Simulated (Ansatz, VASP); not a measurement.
PdI: VASP beside Ansatz

```
CELL_PARAMETERS angstrom
3.57288 0.00000 0.00000
0.00000 3.57288 0.00000
0.00000 0.00000 3.57288
ATOMIC_POSITIONS crystal
Pd 0.50000 0.50000 0.50000
I 0.00000 0.00000 0.00000
```

Alike in both runs: functional PBE; k mesh 6 × 6 × 6; occupations gaussian, width 0.1 eV; no spin polarisation.

Ansatz relaxed the structure, and its values are those at the end. VASP's run is a single point on that final structure, the one shown.

```csv
,VASP,Ansatz
version,VASP 6.6.1,Ansatz 0.2.0
potentials or method,"VASP PAW PBE potentials, release 64 (Pd, I), cutoff 500 eV","scalar-relativistic, plane waves, PAW"
valence electrons in the cell,17,35
```

```tsv
	VASP	Ansatz	Ansatz less VASP
gap on the k mesh at the Fermi level (eV)	none	none	-
pressure (GPa)	0.0	0.1	+0.06
```

A gap of «none» marks a metal or a gap that the smearing closes. VASP's potentials hold 17 valence electrons a cell and Ansatz's 35, so a difference there can come from the potentials and not from the codes.

Neither program's run includes spin-orbit coupling.
